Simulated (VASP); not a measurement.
# BaTe (P-6m2) in VASP: further runs, part 2 of 2

VASP 6.6.1. Earlier steps stand in the parts before.

## 3. Single point, PBE (volume scaled by 1.06, then relaxed in part)

File INCAR:

```
SYSTEM = BaTe
PREC = Accurate ; ENCUT = 520
EDIFF = 1E-6 ; ISMEAR = 0
SIGMA = 0.02 ; LREAL = .False.
LASPH = .True. ; NELM = 60
ALGO = Normal ; ISIF = 2
LWAVE = .False. ; LCHARG = .False.
GGA = PE ; NBANDS = 15
```

File KPOINTS:

```
Automatic mesh
0
Gamma
  9 9 6
  0 0 0
```

File POSCAR:

```
BaTe
1.0
    4.9143552608      0.0000000000      0.0000000000
   -2.4571776304      4.2559564991      0.0000000000
    0.0000000000      0.0000000000      4.4712816701
Ba Te
1 1
Direct
    0.3333333333      0.6666666667      0.5000000000
    0.0000000000      0.0000000000      0.0000000000
```

Potentials or basis: VASP PAW PBE potentials, release 64 (Ba_sv, Te).

Command:

```bash
cat potpaw_PBE.64/Ba_sv/POTCAR potpaw_PBE.64/Te/POTCAR > POTCAR
mpirun -np 1 vasp_std > vasp.out
```

OUTCAR:

```text
SYSTEM = BaTe
   PREC = Accurate
   ENCUT = 520
   EDIFF = 1E-6
   ISMEAR = 0
   LREAL = .False.
   LASPH = .True.
   NELM = 60
   ISIF = 2
   GGA = PE

 ion  position               nearest neighbor table
   1  0.333  0.667  0.500-   2 3.61   2 3.61   2 3.61   2 3.61   2 3.61   2 3.61
   2  0.000  0.000  0.000-   1 3.61   1 3.61   1 3.61   1 3.61   1 3.61   1 3.61

  LATTYP: Found a hexagonal cell.
 ALAT       =     4.9143552608
 C/A-ratio  =     0.9098409522

  Lattice vectors:

 A1 = (   4.9143552608,   0.0000000000,   0.0000000000)
 A2 = (  -2.4571776304,   4.2559564991,   0.0000000000)
 A3 = (   0.0000000000,   0.0000000000,   4.4712816701)

Analysis of symmetry for initial positions (statically):
=====================================================================
 Subroutine PRICEL returns:
 Original cell was already a primitive cell.

 Routine SETGRP: Setting up the symmetry group for a
 hexagonal supercell.

 Subroutine GETGRP returns: Found 12 space group operations
 (whereof 12 operations were pure point group operations)
 out of a pool of 24 trial point group operations.

The static configuration has the point symmetry D_3h.

Analysis of symmetry for dynamics (positions and initial velocities):
=====================================================================
 Subroutine PRICEL returns:
 Original cell was already a primitive cell.

 Routine SETGRP: Setting up the symmetry group for a
 hexagonal supercell.

 Subroutine GETGRP returns: Found 12 space group operations
 (whereof 12 operations were pure point group operations)
 out of a pool of 24 trial point group operations.

The dynamic configuration has the point symmetry D_3h.

 Subroutine INISYM returns: Found 12 space group operations
 (whereof 12 operations are pure point group operations),
 and found     1 'primitive' translations

----------------------------------------------------------------------------------------

                                     Primitive cell

  volume of cell :      93.5181

  direct lattice vectors                    reciprocal lattice vectors
     4.914355261  0.000000000  0.000000000     0.203485492  0.117482404  0.000000000
    -2.457177630  4.255956499  0.000000000     0.000000000  0.234964808  0.000000000
     0.000000000  0.000000000  4.471281670     0.000000000  0.000000000  0.223649520

  length of vectors
     4.914355261  4.914355261  4.471281670     0.234964808  0.234964808  0.223649520

  position of ions in fractional coordinates (direct lattice)
     0.333333333  0.666666667  0.500000000
     0.000000000  0.000000000  0.000000000

  ion indices of the primitive-cell ions
   primitive index   ion index
                 1           1
                 2           2

----------------------------------------------------------------------------------------

 KPOINTS: Automatic mesh

Automatic generation of k-mesh.
 Grid dimensions read from file:
 generate k-points for:    9    9    6

 Generating k-lattice:

  Cartesian coordinates                     Fractional coordinates (reciprocal lattice)
     0.022609499  0.013053600  0.000000000     0.111111111 -0.000000000  0.000000000
     0.000000000  0.026107201  0.000000000     0.000000000  0.111111111  0.000000000
     0.000000000  0.000000000  0.037274920     0.000000000  0.000000000  0.166666667

  Length of vectors
     0.026107201  0.026107201  0.037274920

  Shift w.r.t. Gamma in fractional coordinates (k-lattice)
     0.000000000  0.000000000  0.000000000

 Subroutine IBZKPT returns following result:
 ===========================================

 Found     48 irreducible k-points:

 Following reciprocal coordinates:
            Coordinates               Weight
  0.000000  0.000000  0.000000      1.000000
  0.111111 -0.000000  0.000000      6.000000
  0.222222  0.000000  0.000000      6.000000
  0.333333  0.000000  0.000000      6.000000
  0.444444  0.000000  0.000000      6.000000
  0.111111  0.111111  0.000000      6.000000
[... 16 lines left out ...]
  0.333333  0.222222  0.166667     24.000000
  0.333333  0.333333  0.166667      4.000000
 [... further k-points ...]
   k-points           NKPTS =     48   k-points in BZ     NKDIM =     48   number of bands    NBANDS=     15
   number of dos      NEDOS =    301   number of ions     NIONS =      2
   total plane-waves  NPLWV =  57600
   dimension x,y,z NGX =    40 NGY =   40 NGZ =   36
   dimension x,y,z NGXF=    80 NGYF=   80 NGZF=   72
   ions per type =               1   1
   NGX,Y,Z   is equivalent  to a cutoff of  13.53, 13.53, 13.39 a.u.
   NGXF,Y,Z  is equivalent  to a cutoff of  27.06, 27.06, 26.77 a.u.
 SYSTEM =  BaTe
   PREC   = accura    normal or accurate (medium, high low for compatibility)
   ISTART =      0    job   : 0-new  1-cont  2-samecut
   ICHARG =      2    charge: 1-file 2-atom 10-const
   ISPIN  =      1    spin polarized calculation?
   LNONCOLLINEAR =      F non collinear calculations
   LSORBIT =      F    spin-orbit coupling
   LASPH  =      T    aspherical Exc in radial PAW
   ENCUT  =  520.0 eV  38.22 Ry    6.18 a.u.   9.14  9.14  8.31*2*pi/ulx,y,z
   NELM   =     60;   NELMIN=  2; NELMDL= -5     # of ELM steps
   EDIFF  = 0.1E-05   stopping-criterion for ELM
   LREAL  =      F    real-space projection
   EDIFFG = 0.1E-04   stopping-criterion for IOM
   NSW    =      0    number of steps for IOM
   IBRION =     -1    ionic relax: 0-MD 1-quasi-New 2-CG
   NFREE  =      0    steps in history (QN), initial steepest desc. (CG)
   ISIF   =      2    stress and relaxation
   ISYM   =      2    0-nonsym 1-usesym 2-fastsym
   POTIM  = 0.5000    time-step for ionic-motion
   TEBEG  =    0.0;   TEEND  =   0.0 temperature during run
   PSTRESS=    0.0 pullay stress
   NELECT =      16.0000    total number of electrons
   NUPDOWN=      -1.0000    fix difference up-down
   EMIN   =  10.00;   EMAX   =-10.00  energy-range for DOS
   EFERMI =   0.00;   METHOD = LEGACY
   ISMEAR =     0;   SIGMA  =   0.02  broadening in eV -4-tet -1-fermi 0-gaus
   EFERMI_NEDOS =   21; number of points for ismear=-14 and -15
   IALGO  =     38    algorithm
   IMIX   =      4    mixing-type and parameters
     AMIX     =   0.40;   BMIX     =  1.00
     AMIX_MAG =   1.60;   BMIX_MAG =  1.00
  volume/ion in A,a.u.               =      46.76       315.55
  Fermi-wavevector in a.u.,A,eV,Ry     =   0.908831  1.717441 11.238044  0.825973
  Thomas-Fermi vector in A             =   2.032803
   LORBIT       =      0    0 simple, 1 ext, 2 COOP (PROOUT), +10 PAW based schemes
   GGA     = PE    functional components
   LHFCALC =     F    Hartree Fock is set to
   AEXX    =    0.0000 exact exchange contribution
   IVDW    =     0    specifies the selected vdW correction
   LEPSILON=     F    determine dielectric tensor
   LRPA    =     F    only Hartree local field effects (RPA)
 non-spin polarized calculation
 Gauss-broadening in eV      SIGMA  =   0.02
  energy-cutoff  :      520.00
  volume of cell :       93.52
 maximum number of plane-waves:      2531
 NGX is ok and might be reduce to    40
   NGX = 19   NGY = 19   NGZ = 17

 number of electron      15.9999999 magnetization

 Free energy of the ion-electron system (eV)
  ---------------------------------------------------
  ext. energy  EPLUGINS =         0.00000000
  ---------------------------------------------------
  free energy    TOTEN  =        -8.37719679 eV

  energy without entropy =       -8.37719679  energy(sigma->0) =       -8.37719679

 E-fermi :   2.1916     XC(G=0):  -7.8632

 val. band max:        2.0891701198   @ k =   0.0000   0.0000   0.0000
 cond. band min:       3.6398137566   @ k =   0.0000   0.0000   0.0000
 fundamental gap:      1.5506436367
 Fermi energy:         2.1916497422

 k-point     1 :       0.0000    0.0000    0.0000
  band No.  band energies     occupation
      1     -25.5585      2.00000
      2     -10.7041      2.00000
      3     -10.7041      2.00000
      4     -10.6062      2.00000
      5      -7.5365      2.00000
      6       1.3977      2.00000
      7       1.3977      2.00000
      8       2.0892      2.00000
      9       3.6398      0.00000
     10       4.2980      0.00000
     11       6.4780      0.00000
     12       6.4780      0.00000
     13       6.6766      0.00000
     14       6.6766      0.00000
[... 401 lines left out ...]
      2     -10.8974      2.00000
      3     -10.8020      2.00000
      4     -10.6421      2.00000
      5      -7.0860      2.00000
      6       0.5269      2.00000
      7       0.6841      2.00000
      8       1.2067      2.00000
      9       4.8349      0.00000
     10       5.6488      0.00000
     11       6.1824      0.00000
     12       6.3376      0.00000
     13       7.5942      0.00000
     14       8.4453      0.00000
     15       9.8710      0.00000

 [... further k-points ...]
[... 5 lines left out ...]
  --------------------------------------------------------------------------------------
  -------------------------------------------------------------------------------------
  Total       -0.6522902     -0.6522902     -0.6257768      0.0000000      0.0000000      0.0000000
  in kB      -11.1752088    -11.1752088    -10.7209747      0.0000000      0.0000000      0.0000000
  external PRESSURE =     -11.0237974 kB  Pullay stress =       0.0000000 kB

 VOLUME and BASIS-vectors are now :
 -----------------------------------------------------------------------------
  energy-cutoff  :      520.00
  volume of cell :       93.52
      direct lattice vectors                 reciprocal lattice vectors
     4.914355261  0.000000000  0.000000000     0.203485492  0.117482404  0.000000000
    -2.457177630  4.255956499  0.000000000     0.000000000  0.234964808  0.000000000
     0.000000000  0.000000000  4.471281670     0.000000000  0.000000000  0.223649520

 POSITION                                       TOTAL-FORCE (eV/Angst)
 -----------------------------------------------------------------------------------
     -0.00000      2.83730      2.23564        -0.000000      0.000000      0.000000
      0.00000      0.00000      0.00000         0.000000      0.000000      0.000000
 -----------------------------------------------------------------------------------
    total drift:                                0.000000     -0.000000     -0.000000

  FREE ENERGIE OF THE ION-ELECTRON SYSTEM (eV)
  ---------------------------------------------------
  free  energy   TOTEN  =        -8.3771967864 eV

  energy  without entropy=       -8.3771967864  energy(sigma->0) =       -8.37719679
```

OSZICAR:

```text
N       E                     dE             d eps       ncg     rms          rms(c)
DAV:   1     0.876935066346E+02    0.87694E+02   -0.60122E+03  1440   0.851E+02
DAV:   2    -0.237258660119E+01   -0.90066E+02   -0.83035E+02  1936   0.167E+02
DAV:   3    -0.837700204697E+01   -0.60044E+01   -0.59639E+01  2184   0.449E+01
DAV:   4    -0.856874124602E+01   -0.19174E+00   -0.19171E+00  1962   0.663E+00
DAV:   5    -0.857142025096E+01   -0.26790E-02   -0.26790E-02  2075   0.686E-01    0.341E+00
DAV:   6    -0.838385996697E+01    0.18756E+00   -0.17263E-01  1755   0.205E+00    0.223E+00
DAV:   7    -0.836569043870E+01    0.18170E-01   -0.15487E-01  1832   0.206E+00    0.840E-01
DAV:   8    -0.837518913543E+01   -0.94987E-02   -0.24198E-02  1503   0.939E-01    0.234E-01
DAV:   9    -0.837625788425E+01   -0.10687E-02   -0.20125E-03  1853   0.268E-01    0.981E-02
DAV:  10    -0.837712690177E+01   -0.86902E-03   -0.11151E-03  1489   0.180E-01    0.274E-02
DAV:  11    -0.837719248728E+01   -0.65586E-04   -0.99291E-05  1832   0.549E-02    0.312E-02
DAV:  12    -0.837719629005E+01   -0.38028E-05   -0.28117E-05  1573   0.288E-02    0.866E-03
DAV:  13    -0.837719678640E+01   -0.49635E-06   -0.23831E-06  1951   0.650E-03
   1 F= -.83771968E+01 E0= -.83771968E+01  d E =-.919047E-16
```

stdout:

```text
POSCAR found type information on POSCAR BaTe
 POSCAR found :  2 types and       2 ions
 scaLAPACK will be used
 LDA part: xc-table for (Slater+PW92), standard interpolation
 POSCAR, INCAR and KPOINTS ok, starting setup
 FFT: planning ... GRIDC
 FFT: planning ... GRID_SOFT
 FFT: planning ... GRID
 WAVECAR not read
 entering main loop
```

Wall time 47 s (1 thread of Intel Xeon Platinum 8488C (Sapphire Rapids), shared host); peak memory 0.27 GiB.

Results:

```yaml
Free_energy: -8.3772 eV
Pressure: -1.1 GPa
Band_gap_on_the_k_mesh: 1.55 eV, direct
```

Caveat: spin-orbit coupling is left out, which moves the levels of the heavy elements.
